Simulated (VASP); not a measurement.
## Al: single point with PBE

The system is Al, a slab with vacuum.

```xyz
1
Lattice="2.8575 0.0000 0.0000 0.0000 2.8575 0.0000 0.0000 0.0000 16.0000" Properties=species:S:1:pos:R:3 pbc="T T T"
Al    0.0000    0.0000    8.0000
```

```json
{
  "Program": "VASP 6.6.1",
  "Task": "single point",
  "Functional": "PBE",
  "Potentials or basis": "VASP PAW PBE potentials, release 64 (Al)",
  "Cutoff": "520 eV",
  "k mesh": "14 × 14 × 1",
  "Occupations": "fermi-dirac, width 0.08 eV",
  "Spin": "no spin polarisation",
  "Dipole correction": "yes",
  "Further INCAR settings": "ALGO = Normal; EDIFF = 1e-06; NBANDS = 8"
}
```

```json
{
 "Band gap on the k mesh": "zero (an odd number of electrons rules out a gap without spin polarisation)"
}
```

Levels at points of the mesh, in eV from the Fermi level:
```
           k point  band 1  band 2  band 3  band 4  band 5  band 6
(0.00, 0.00, 0.00)   -7.20   -1.16    3.06    4.20    4.52    6.70
(0.50, 0.00, 0.00)   -3.21   -2.33    2.32    4.30    7.43    7.79
(0.50, 0.50, 0.00)    0.72    0.72    1.60    3.62    5.62    7.74
```

Run time: 56 s on 1 thread of Intel Xeon 8259CL, on a shared host, peak memory 0.25 GiB.
